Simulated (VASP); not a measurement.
# Al16N15 (a cell with a defect) in VASP: notebook, part 2 of 2

VASP 6.6.1.

### 4 Single point, PBE

Contents of INCAR:

```
SYSTEM = Al16N15
ALGO = Normal
EDIFF = 1E-6
ENCUT = 520
GGA = PE
GGA_COMPAT = .FALSE.
ISIF = 2
ISMEAR = 0
LASPH = .TRUE.
LCHARG = .FALSE.
LREAL = Auto
LWAVE = .FALSE.
NBANDS = 82
NELECT = 122.0
NELM = 120
PREC = Accurate
SIGMA = 0.01
```

Contents of KPOINTS:

```
Automatic mesh
0
Gamma
  1 1 1
  0.25 0.25 0.25
```

Contents of POSCAR:

```
Al16N15
1.0
    6.2604124020      0.0000000589      0.0000000000
   -3.1302062520      5.4216761488      0.0000000000
    0.0000000000      0.0000000000     10.0361163400
Al N
16 15
Direct
    0.3319674699      0.1665638338      0.2512930326
    0.1679767786      0.3311048480      0.5024913210
    0.3322697797      0.1671219354      0.7509562874
    0.1658047641      0.3332575701      1.0001332448
    0.3323332675      0.6636048978      0.2495549813
    0.1721902799      0.8358426413      0.5007085620
    0.3309621122      0.6648585826      0.7512283405
    0.1659467955      0.8339881926      1.0003834609
    0.8355086203      0.1670855388      0.2496574593
    0.6625544283      0.3259686602      0.5010117622
    0.8340804987      0.1675102996      0.7512386669
    0.6650541760      0.3329612085      1.0004621661
    0.8326183076      0.6663401261      0.2423848357
    0.6631636555      0.8352712031      0.5021869003
    0.8326975871      0.6666392185      0.7516383172
    0.6652583884      0.8339267578      0.9997209632
    0.3338418860      0.1649089709      0.4411246996
    0.1678184273      0.3312671397      0.1903999765
    0.3316108276      0.1674863215      0.9407233620
    0.1671382533      0.3318582487      0.6908141882
    0.3312237281      0.6638713077      0.4397736265
    0.1672440104      0.8315261332      0.1936961934
    0.3309789008      0.6685832960      0.9409476032
    0.1653276225      0.8316997501      0.6884488784
    0.8348885255      0.1676308624      0.4399243501
    0.6664704961      0.3312943532      0.1936291507
    0.8306068166      0.1682054538      0.9409212249
    0.6683692059      0.3343694466      0.6886227692
    0.6677169638      0.8326195738      0.1919943132
    0.8311418823      0.6678512651      0.9417462982
    0.6667872179      0.8309609715      0.6897093162
```

On the command line:

```sh
$ cat potpaw_PBE.64/Al/POTCAR potpaw_PBE.64/N/POTCAR > POTCAR
$ mpirun -np 1 vasp_std > vasp.out
```

Run time: 11 min. Hardware: 1 thread of Intel Xeon Platinum 8175M at 2.50GHz (Skylake/Cascade Lake), shared host; peak memory 0.46 GiB.

The run converged. Its results:

```yaml
Free_energy: -235.6438 eV
Largest_force: 0.270 eV/Å
```

Forces in eV/Å, atoms in the order of the input:
```
Al   0.101 -0.067 -0.146
Al  -0.241  0.121  0.005
Al   0.117 -0.052  0.034
Al  -0.111  0.068  0.002
Al   0.109 -0.063  0.056
Al   0.071 -0.205  0.091
Al   0.097 -0.066 -0.006
Al  -0.107  0.059  0.028
Al   0.101 -0.036  0.065
Al   0.226  0.055  0.078
Al   0.100 -0.050 -0.018
Al  -0.116  0.070  0.012
Al   0.137 -0.101  0.005
Al  -0.096  0.077 -0.133
Al   0.113 -0.062  0.008
Al  -0.109  0.066 -0.013
N   -0.143  0.080 -0.148
N   -0.153  0.088  0.009
N    0.172 -0.103 -0.003
N   -0.149  0.080 -0.008
N    0.166  0.066  0.066
N   -0.147  0.114 -0.068
N    0.183 -0.101 -0.003
N   -0.143  0.040  0.032
N    0.037 -0.185  0.062
N   -0.110  0.113 -0.051
N    0.180 -0.123 -0.006
N   -0.152  0.047  0.022
N   -0.205  0.046  0.094
N    0.169 -0.094 -0.013
N   -0.096  0.117 -0.054
```

Levels at points of the mesh, in eV from the Fermi level:
| k point | band 58 | band 59 | band 60 | band 61 | band 62 | band 63 | band 64 | band 65 |
| --- | --- | --- | --- | --- | --- | --- | --- | --- |
| (0.25, 0.25, 0.25) | -1.23 | -1.13 | -0.96 | -0.08 | 2.92 | 3.53 | 3.71 | 5.05 |

Caveat: the k points lie up to 1.16 Å⁻¹ apart; the cell carries a net charge on a neutralising background, which shifts energy and pressure; the cell is charged against a uniform background, so pressure and absolute levels hang on convention.

### 5 Single point, PBE

Contents of INCAR:

```
PREC = Accurate
ENCUT = 520
EDIFF = 1E-6
ISMEAR = -1
SIGMA = 0.01
LREAL = Auto
LASPH = True
NELM = 120
ALGO = Normal
ISIF = 2
LWAVE = False
LCHARG = False
GGA = PE
NBANDS = 82
NELECT = 120.0
GGA_COMPAT = False
```

KPOINTS is that of step 4.

Contents of POSCAR:

```
Al16N15
1.0
    6.2604124020      0.0000000589      0.0000000000
   -3.1302062520      5.4216761488      0.0000000000
    0.0000000000      0.0000000000     10.0361163400
Al N
16 15
Direct
    0.3317796070      0.1674159770      0.2461294823
    0.1664770641      0.3327170470      0.5039602391
    0.3302223926      0.1694050809      0.7535026159
    0.1660954821      0.3331218056      1.0012732819
    0.3321040852      0.6633444083      0.2460805753
    0.2090002510      0.8547466864      0.5095990050
    0.3296203848      0.6585032950      0.7533168286
    0.1778901114      0.8396159227      0.9973424044
    0.8361064918      0.1672883599      0.2461610798
    0.6445582696      0.2902518865      0.5095014389
    0.8406215152      0.1696482789      0.7531810126
    0.6601286608      0.3217918118      0.9970583524
    0.8337342706      0.6659740424      0.1898065165
    0.6456682440      0.8532861814      0.5105335046
    0.8334841939      0.6654830397      0.7581689066
    0.6612873363      0.8384984913      0.9969892417
    0.3312573113      0.1677267723      0.4391285794
    0.1675017673      0.3317980769      0.1909821556
    0.3309849412      0.1685315780      0.9395804418
    0.1679576400      0.3313623227      0.6894050476
    0.3306788731      0.6644745813      0.4391787973
    0.1724013790      0.8343655482      0.1914388577
    0.3312067554      0.6666235626      0.9393703421
    0.1635516975      0.8293078982      0.6898317680
    0.8346005729      0.1682644968      0.4392373756
    0.6649376857      0.3270377422      0.1915383732
    0.8329152816      0.1681453711      0.9391071502
    0.6701157197      0.3355335879      0.6896858341
    0.6658473981      0.8338941996      0.1911247285
    0.8321569977      0.6674285221      0.9508671537
    0.6698915119      0.8285209744      0.6903900098
```

On the command line:

```sh
$ cat potpaw_PBE.64/Al/POTCAR potpaw_PBE.64/N/POTCAR > POTCAR
$ mpirun -np 1 vasp_std > vasp.out
```

It took 10 min on 1 thread of Intel Xeon Platinum 8175M at 2.50GHz (Skylake/Cascade Lake), shared host; peak memory 0.46 GiB.

It converged, with:

| Property | Result |
| --- | --- |
| Free energy | -248.8884 eV |
| Largest force | 0.284 eV/Å |

Forces in eV/Å, atoms in the order of the input:
```
Al   0.116 -0.056 -0.002
Al  -0.102  0.056  0.013
Al   0.087 -0.075 -0.007
Al  -0.150  0.107 -0.005
Al   0.135 -0.066  0.001
Al  -0.048 -0.039  0.072
Al   0.061 -0.054  0.017
Al  -0.104  0.017 -0.026
Al   0.103 -0.070  0.002
Al  -0.006  0.049  0.051
Al   0.113 -0.059  0.001
Al  -0.080  0.076  0.029
Al   0.170 -0.134  0.003
Al  -0.112  0.063 -0.100
Al   0.139 -0.057  0.003
Al  -0.164  0.068 -0.027
N    0.045 -0.011 -0.042
N   -0.168  0.100  0.005
N    0.194 -0.104 -0.027
N   -0.162  0.085 -0.015
N    0.213 -0.032  0.000
N   -0.183  0.059 -0.033
N    0.206 -0.110  0.012
N   -0.138  0.086  0.021
N    0.142 -0.162  0.003
N   -0.125  0.143 -0.053
N    0.180 -0.106  0.037
N   -0.165  0.089  0.035
N   -0.239  0.121  0.094
N    0.171 -0.098  0.001
N   -0.129  0.114 -0.064
```

Levels at points of the mesh, in eV from the Fermi level:
```csv
k point,band 56,band 57,band 58,band 59,band 60,band 61,band 62,band 63,band 64,band 65
"(0.25, 0.25, 0.25)",-0.64,-0.56,-0.46,-0.38,-0.28,1.45,3.82,4.37,4.65,5.37
```

Caveat: the k points lie up to 1.16 Å⁻¹ apart; the cell carries a net charge on a neutralising background, which shifts energy and pressure; the cell is charged against a uniform background, so pressure and absolute levels hang on convention.

### 6 Single point, LDA

INCAR, as its differences from that of step 5:

```diff
@@ -12,5 +12,5 @@
 LCHARG = False
-GGA = PE
+GGA = CA
 NBANDS = 82
-NELECT = 120.0
+NELECT = 122.0
 GGA_COMPAT = False
```

KPOINTS is that of step 5.

Contents of POSCAR:

```
Al16N15
1.0
    6.2604124029      0.0000000578      0.0000000000
   -3.1302062515      5.4216761502      0.0000000000
    0.0000000000      0.0000000000     10.0361163407
Al N
16 15
Direct
    0.3319674699      0.1665638338      0.2512930326
    0.1679767786      0.3311048480      0.5024913210
    0.3322697797      0.1671219354      0.7509562874
    0.1658047641      0.3332575701      1.0001332448
    0.3323332675      0.6636048978      0.2495549813
    0.1721902799      0.8358426413      0.5007085620
    0.3309621122      0.6648585826      0.7512283405
    0.1659467955      0.8339881926      1.0003834609
    0.8355086203      0.1670855388      0.2496574593
    0.6625544283      0.3259686602      0.5010117622
    0.8340804987      0.1675102996      0.7512386669
    0.6650541760      0.3329612085      1.0004621661
    0.8326183076      0.6663401261      0.2423848357
    0.6631636555      0.8352712031      0.5021869003
    0.8326975871      0.6666392185      0.7516383172
    0.6652583884      0.8339267578      0.9997209632
    0.3338418860      0.1649089709      0.4411246996
    0.1678184273      0.3312671397      0.1903999765
    0.3316108276      0.1674863215      0.9407233620
    0.1671382533      0.3318582487      0.6908141882
    0.3312237281      0.6638713077      0.4397736265
    0.1672440104      0.8315261332      0.1936961934
    0.3309789008      0.6685832960      0.9409476032
    0.1653276225      0.8316997501      0.6884488784
    0.8348885255      0.1676308624      0.4399243501
    0.6664704961      0.3312943532      0.1936291507
    0.8306068166      0.1682054538      0.9409212249
    0.6683692059      0.3343694466      0.6886227692
    0.6677169638      0.8326195738      0.1919943132
    0.8311418823      0.6678512651      0.9417462982
    0.6667872179      0.8309609715      0.6897093162
```

Potentials or basis: VASP PAW LDA potentials, release 64 (Al, N).

On the command line:

```sh
$ cat potpaw_LDA.64/Al/POTCAR potpaw_LDA.64/N/POTCAR > POTCAR
$ mpirun -np 1 vasp_std > vasp.out
```

OUTCAR:

```text
PREC = Accurate
   ENCUT = 520
   EDIFF = 1E-6
   ISMEAR = -1
   LREAL = Auto
   LASPH = True
   NELM = 120
   ISIF = 2
   GGA = CA
   NELECT = 122.0

 ion  position               nearest neighbor table
   1  0.332  0.167  0.251-  18 1.88  26 1.90  17 1.91  22 1.91   6 3.08  10 3.08   2 3.09   8 3.10
                            12 3.10   4 3.10   9 3.11   5 3.11  13 3.13  13 3.13   5 3.15   9 3.15
[... 739 lines left out ...]
  Total      -28.3541601    -29.6009393    -23.0125236     -1.0876601     -0.0595615      0.1157459
  in kB     -133.3598701   -139.2239237   -108.2362219     -5.1156589     -0.2801392      0.5443949
  external PRESSURE =    -126.9400052 kB  Pullay stress =       0.0000000 kB

 VOLUME and BASIS-vectors are now :
 -----------------------------------------------------------------------------
  energy-cutoff  :      520.00
  volume of cell :      340.65
      direct lattice vectors                 reciprocal lattice vectors
     6.260412403  0.000000058  0.000000000     0.159733885  0.092222403  0.000000000
    -3.130206252  5.421676150  0.000000000    -0.000000002  0.184444804  0.000000000
     0.000000000  0.000000000 10.036116341     0.000000000  0.000000000  0.099640136

 POSITION                                       TOTAL-FORCE (eV/Angst)
 -----------------------------------------------------------------------------------
      1.55687      0.90306      2.52201         0.107565     -0.069869     -0.146928
      0.01518      1.79514      5.04306        -0.239963      0.119414      0.014574
      1.55702      0.90608      7.53668         0.110478     -0.048736      0.046259
     -0.00516      1.80681      0.00134        -0.109777      0.067036      0.008913
      0.00332      3.59785      2.50456         0.104355     -0.056359      0.055437
     -1.53838      4.53167      5.02517         0.241328     -0.102900      0.164004
[... 23 lines left out ...]
      3.11278      3.62087      9.45148         0.165913     -0.092054     -0.020676
      1.57328      4.50520      6.92200        -0.094585      0.115934     -0.069625
 -----------------------------------------------------------------------------------
    total drift:                               -0.010143      0.000721      0.005191

  FREE ENERGIE OF THE ION-ELECTRON SYSTEM (eV)
  ---------------------------------------------------
  free  energy   TOTEN  =      -258.5207794135 eV

  energy  without entropy=     -258.5207794135  energy(sigma->0) =     -258.52077941
```

OSZICAR:

```text
N       E                     dE             d eps       ncg     rms          rms(c)
DAV:   1     0.474431039240E+03    0.47443E+03   -0.56352E+04   984   0.133E+03
DAV:   2    -0.242570206702E+03   -0.71700E+03   -0.69300E+03  1228   0.257E+02
DAV:   3    -0.294704522697E+03   -0.52134E+02   -0.51806E+02  1192   0.734E+01
DAV:   4    -0.295456406253E+03   -0.75188E+00   -0.74969E+00  1224   0.942E+00
DAV:   5    -0.295469086678E+03   -0.12680E-01   -0.12670E-01  1192   0.120E+00    0.329E+01
DAV:   6    -0.259455631357E+03    0.36013E+02   -0.16050E+02  1112   0.353E+01    0.122E+01
DAV:   7    -0.259002460330E+03    0.45317E+00   -0.41821E+00  1144   0.638E+00    0.743E+00
DAV:   8    -0.258549904468E+03    0.45256E+00   -0.53869E-01  1200   0.314E+00    0.124E+00
DAV:   9    -0.258521717689E+03    0.28187E-01   -0.79021E-02  1216   0.861E-01    0.629E-01
DAV:  10    -0.258522717338E+03   -0.99965E-03   -0.33675E-02  1200   0.653E-01    0.295E-01
DAV:  11    -0.258520642837E+03    0.20745E-02   -0.72888E-03  1344   0.397E-01    0.132E-01
DAV:  12    -0.258520795809E+03   -0.15297E-03   -0.15027E-03  1168   0.137E-01    0.615E-02
DAV:  13    -0.258520791444E+03    0.43650E-05   -0.52192E-05  1160   0.256E-02    0.327E-02
DAV:  14    -0.258520778184E+03    0.13260E-04   -0.42122E-05  1296   0.326E-02    0.653E-03
DAV:  15    -0.258520779464E+03   -0.12803E-05   -0.21382E-05  1144   0.160E-02    0.424E-03
DAV:  16    -0.258520779413E+03    0.50469E-07   -0.93899E-07   712   0.400E-03
   1 F= -.25852078E+03 E0= -.25852078E+03  d E =-.324059E-13
```

stdout:

```text
POSCAR found type information on POSCAR AlN
 POSCAR found :  2 types and      31 ions
 scaLAPACK will be used
 LDA part: xc-table for (Slater(with rela. corr.)+CA(PZ))
 , standard interpolation
 POSCAR, INCAR and KPOINTS ok, starting setup
 FFT: planning ... GRIDC
 FFT: planning ... GRID_SOFT
 FFT: planning ... GRID
 WAVECAR not read
 entering main loop
 the old and the new charge density differ
 old charge density:   123.00000 new  122.00000
    0.329E+01
```

Wall time 9.6 min (1 thread of Intel Xeon Platinum 8175M at 2.50GHz (Skylake/Cascade Lake), shared host); peak memory 0.38 GiB.

What came out:

```
Free energy   : -258.5208 eV
Largest force : 0.315 eV/Å
```

Forces on the atoms (eV/Å):
```
Al   0.108 -0.070 -0.147
Al  -0.240  0.119  0.015
Al   0.110 -0.049  0.046
Al  -0.110  0.067  0.009
Al   0.104 -0.056  0.055
Al   0.241 -0.103  0.164
Al   0.096 -0.064  0.008
Al  -0.101  0.058  0.031
Al   0.093 -0.038  0.062
Al   0.223 -0.141  0.150
Al   0.096 -0.048 -0.003
Al  -0.112  0.065  0.014
Al   0.135 -0.099 -0.182
Al  -0.259  0.169 -0.056
Al   0.109 -0.060  0.046
Al  -0.108  0.065 -0.009
N   -0.132  0.074 -0.145
N   -0.152  0.088  0.010
N    0.168 -0.101 -0.011
N   -0.144  0.078 -0.024
N    0.164  0.078  0.066
N   -0.156  0.107 -0.080
N    0.180 -0.100 -0.012
N   -0.139  0.041  0.017
N    0.026 -0.189  0.062
N   -0.109  0.124 -0.064
N    0.178 -0.121 -0.015
N   -0.150  0.043  0.007
N   -0.191  0.039  0.078
N    0.166 -0.092 -0.021
N   -0.095  0.116 -0.070
```

Caveat: the k points lie up to 1.16 Å⁻¹ apart; the cell carries a net charge on a neutralising background, which shifts energy and pressure; the cell is charged against a uniform background, so pressure and absolute levels hang on convention.
